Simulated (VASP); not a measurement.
# HgTe (I-4m2) in VASP: a series of runs, part 3 of 3

VASP 6.6.1. Earlier steps stand in the parts before.

## 5. Single point, PBE (strain +0.030 along x and y, +0.000 along z)

Input file INCAR:

```
SYSTEM = HgTe
PREC = Accurate
ENCUT = 520
EDIFF = 1E-7
ISMEAR = 0
SIGMA = 0.15
LREAL = .FALSE.
LASPH = .TRUE.
NELM = 100
ALGO = Normal
ISIF = 2
LWAVE = .FALSE.
LCHARG = .FALSE.
GGA = PE
NBANDS = 16
```

Input file KPOINTS:

```
regular mesh
0
G
  14 14 14
  0 0 0
```

Input file POSCAR:

```
HgTe
1.0
    0.0000000000      3.3202050000      3.2235000000
    3.3202050000      0.0000000000      3.2235000000
    3.3202050000      3.3202050000      0.0000000000
Hg Te
1 1
Direct
    0.0000000000      0.0000000000      0.0000000000
    0.7500000000      0.7500000000      0.7500000000
```

Potentials or basis: VASP PAW PBE potentials, release 64 (Hg, Te).

On the command line:

```bash
> cat potpaw_PBE.64/Hg/POTCAR potpaw_PBE.64/Te/POTCAR > POTCAR
> mpirun -np 1 vasp_std > vasp.out
```

OUTCAR:

```text
SYSTEM = HgTe
   PREC = Accurate
   ENCUT = 520
   EDIFF = 1E-7
   ISMEAR = 0
   LREAL = .FALSE.
   LASPH = .TRUE.
   NELM = 100
   ISIF = 2
   GGA = PE

 ion  position               nearest neighbor table
   1  0.000  0.000  0.000-   2 2.85   2 2.85   2 2.85   2 2.85
   2  0.750  0.750  0.750-   1 2.85   1 2.85   1 2.85   1 2.85

  LATTYP: Found a body centered tetragonal cell.
 ALAT       =     4.6954789409
 C/A-ratio  =     1.3730228761

  Lattice vectors:

 A1 = (   0.0000000000,  -3.3202050000,  -3.2235000000)
 A2 = (   0.0000000000,   3.3202050000,  -3.2235000000)
 A3 = (   3.3202050000,   0.0000000000,   3.2235000000)

Analysis of symmetry for initial positions (statically):
=====================================================================
 Subroutine PRICEL returns:
 Original cell was already a primitive cell.

 Routine SETGRP: Setting up the symmetry group for a
 body centered tetragonal supercell.

 Subroutine GETGRP returns: Found  8 space group operations
 (whereof  8 operations were pure point group operations)
 out of a pool of 16 trial point group operations.

The static configuration has the point symmetry D_2d.

Analysis of symmetry for dynamics (positions and initial velocities):
=====================================================================
 Subroutine PRICEL returns:
 Original cell was already a primitive cell.

 Routine SETGRP: Setting up the symmetry group for a
 body centered tetragonal supercell.

 Subroutine GETGRP returns: Found  8 space group operations
 (whereof  8 operations were pure point group operations)
 out of a pool of 16 trial point group operations.

The dynamic configuration has the point symmetry D_2d.

 Subroutine INISYM returns: Found  8 space group operations
 (whereof  8 operations are pure point group operations),
 and found     1 'primitive' translations

----------------------------------------------------------------------------------------

[... 106 lines left out ...]
   EFERMI =   0.00;   METHOD = LEGACY
   ISMEAR =     0;   SIGMA  =   0.15  broadening in eV -4-tet -1-fermi 0-gaus
   EFERMI_NEDOS =   21; number of points for ismear=-14 and -15
   IALGO  =     38    algorithm
   IMIX   =      4    mixing-type and parameters
     AMIX     =   0.40;   BMIX     =  1.00
     AMIX_MAG =   1.60;   BMIX_MAG =  1.00
  volume/ion in A,a.u.               =      35.54       239.80
  Fermi-wavevector in a.u.,A,eV,Ry     =   1.035786  1.957351 14.597033  1.072852
  Thomas-Fermi vector in A             =   2.170145
   LORBIT       =      0    0 simple, 1 ext, 2 COOP (PROOUT), +10 PAW based schemes
   GGA     = PE    functional components
   LHFCALC =     F    Hartree Fock is set to
   AEXX    =    0.0000 exact exchange contribution
   IVDW    =     0    specifies the selected vdW correction
   LEPSILON=     F    determine dielectric tensor
   LRPA    =     F    only Hartree local field effects (RPA)
 non-spin polarized calculation
 Gauss-broadening in eV      SIGMA  =   0.15
  energy-cutoff  :      520.00
  volume of cell :       71.07
 maximum number of plane-waves:      1944
   NGX = 17   NGY = 17   NGZ = 17

 number of electron      18.0000002 magnetization

 Free energy of the ion-electron system (eV)
  ---------------------------------------------------
  ext. energy  EPLUGINS =         0.00000000
  ---------------------------------------------------
  free energy    TOTEN  =        -3.63952243 eV

  energy without entropy =       -3.63924014  energy(sigma->0) =       -3.63938128

 E-fermi :   2.7067     XC(G=0):  -8.5121

 val. band max:        2.6258478220   @ k =   0.0000   0.0000   0.0000
 cond. band min:       2.8849530936   @ k =   0.0714  -0.0000   0.0000
 fundamental gap:      0.2591052716
 Fermi energy:         2.7067091500

 k-point     1 :       0.0000    0.0000    0.0000
  band No.  band energies     occupation
      1      -9.0630      2.00000
      2      -4.4988      2.00000
      3      -4.4988      2.00000
      4      -4.4927      2.00000
      5      -4.0366      2.00000
      6      -4.0194      2.00000
[... 433 lines left out ...]
      3      -4.3971      2.00000
      4      -4.3414      2.00000
      5      -4.0335      2.00000
      6      -4.0133      2.00000
[... 8 lines left out ...]
     15      11.6571      0.00000
     16      11.9248      0.00000

 [... further k-points ...]
[... 5 lines left out ...]
  --------------------------------------------------------------------------------------
  -------------------------------------------------------------------------------------
  Total        0.5247671      0.5247671      0.6992412      0.0000000     -0.0000000      0.0000000
  in kB       11.8301349     11.8301349     15.7634077      0.0000000     -0.0000000      0.0000000
  external PRESSURE =      13.1412258 kB  Pullay stress =       0.0000000 kB

 VOLUME and BASIS-vectors are now :
 -----------------------------------------------------------------------------
  energy-cutoff  :      520.00
  volume of cell :       71.07
      direct lattice vectors                 reciprocal lattice vectors
     0.000000000  3.320205000  3.223500000    -0.150593111  0.150593111  0.155110904
     3.320205000  0.000000000  3.223500000     0.150593111 -0.150593111  0.155110904
     3.320205000  3.320205000  0.000000000     0.150593111  0.150593111 -0.155110904

 POSITION                                       TOTAL-FORCE (eV/Angst)
 -----------------------------------------------------------------------------------
      0.00000      0.00000      0.00000        -0.000000     -0.000000      0.000000
      4.98031      4.98031      4.83525         0.000000      0.000000     -0.000000
 -----------------------------------------------------------------------------------
    total drift:                                0.000000      0.000000     -0.000000

  FREE ENERGIE OF THE ION-ELECTRON SYSTEM (eV)
  ---------------------------------------------------
  free  energy   TOTEN  =        -3.6395224274 eV

  energy  without entropy=       -3.6392401361  energy(sigma->0) =       -3.63938128
```

OSZICAR:

```text
N       E                     dE             d eps       ncg     rms          rms(c)
DAV:   1     0.104450541817E+03    0.10445E+03   -0.78993E+03  7824   0.963E+02
DAV:   2    -0.111419628940E+00   -0.10456E+03   -0.97769E+02  9168   0.225E+02
DAV:   3    -0.380927093164E+01   -0.36979E+01   -0.36880E+01  9640   0.439E+01
DAV:   4    -0.384435688111E+01   -0.35086E-01   -0.35084E-01 11816   0.388E+00
DAV:   5    -0.384445120423E+01   -0.94323E-04   -0.94323E-04 10352   0.187E-01    0.684E+00
DAV:   6    -0.364644650658E+01    0.19800E+00   -0.39056E-01  9384   0.816E+00    0.550E+00
DAV:   7    -0.364002109353E+01    0.64254E-02   -0.90333E-02  9128   0.202E+00    0.211E+00
DAV:   8    -0.363945933618E+01    0.56176E-03   -0.91618E-03  9008   0.108E+00    0.489E-01
DAV:   9    -0.363948013258E+01   -0.20796E-04   -0.70570E-04 10128   0.299E-01    0.104E-01
DAV:  10    -0.363950944292E+01   -0.29310E-04   -0.85820E-05 10016   0.803E-02    0.471E-02
DAV:  11    -0.363952366358E+01   -0.14221E-04   -0.28185E-05  9744   0.373E-02    0.263E-02
DAV:  12    -0.363952248053E+01    0.11830E-05   -0.32595E-06  9184   0.126E-02    0.157E-02
DAV:  13    -0.363952242737E+01    0.53161E-07   -0.36445E-07 10072   0.309E-03
   1 F= -.36395224E+01 E0= -.36393813E+01  d E =-.282291E-03
```

Run time: 5.9 min. Hardware: 1 thread of Intel Xeon 8259CL, shared host; peak memory 0.43 GiB.

What came out:

```
Free energy            : -3.6395 eV
Pressure               : 1.3 GPa
Band gap on the k mesh : 0.08 eV (least direct gap 0.09 eV)
```

Stress tensor (GPa, compression positive):
```
1.18 0.00 0.00
0.00 1.18 0.00
0.00 0.00 1.58
```

Levels at points of the mesh, in eV from the valence-band top:
```
           k point  band 5  band 6  band 7  band 8  band 9  band 10  band 11  band 12  band 13  band 14
(0.00, 0.00, 0.00)   -6.58   -6.56   -0.82   -0.01   -0.01     0.08     4.35     4.35     4.35     6.53
(0.50, 0.00, 0.00)   -6.55   -6.30   -5.13   -0.92   -0.80     0.73     5.03     5.19     6.88     7.82
(0.50, 0.50, 0.00)   -6.52   -6.14   -5.04   -2.11   -2.11     1.80     2.58     8.18     8.68     8.68
(0.50, 0.00, 0.50)   -6.51   -6.19   -5.17   -2.02   -1.96     2.01     2.69     8.00     8.58     8.72
```

Caveat: the cell differs from its parent crystal (strain +0.030 along x and y, +0.000 along z); the smearing spreads over this small gap; spin-orbit coupling is left out, which moves the levels of the heavy elements. A k mesh can miss the band edges.

## 6. The runs side by side

```tsv
cell	gap on the mesh (eV)	pressure (GPa)
a = 4.559, b = 4.559, c = 4.627 Å, angles 59.5, 59.5, 61.0°, 2 atoms	0.09	3.3
a = 4.561, b = 4.561, c = 4.695 Å, angles 59.0, 59.0, 62.0°, 2 atoms	0.12	2.6
a = 4.594, b = 4.594, c = 4.695 Å, angles 59.3, 59.3, 61.5°, 2 atoms	0.10	1.9
a = 4.628, b = 4.628, c = 4.695 Å, angles 59.5, 59.5, 61.0°, 2 atoms	0.08	1.3
```

Alike in all rows: task single point; level PBE; potentials or basis VASP PAW PBE potentials, release 64 (Hg, Te); no spin polarisation; k mesh 14 × 14 × 14; cutoff (eV) 520; smearing gaussian 0.15 eV.

Caveats: the smearing spreads over this small gap; spin-orbit coupling is left out, which moves the levels of the heavy elements; the cell stands under pressure (at least some runs).

Total energies depend on the potentials used, so only differences within one code and one set of settings carry meaning.

The gap in the log of VASP goes by the Fermi energy; the results here count the filled bands.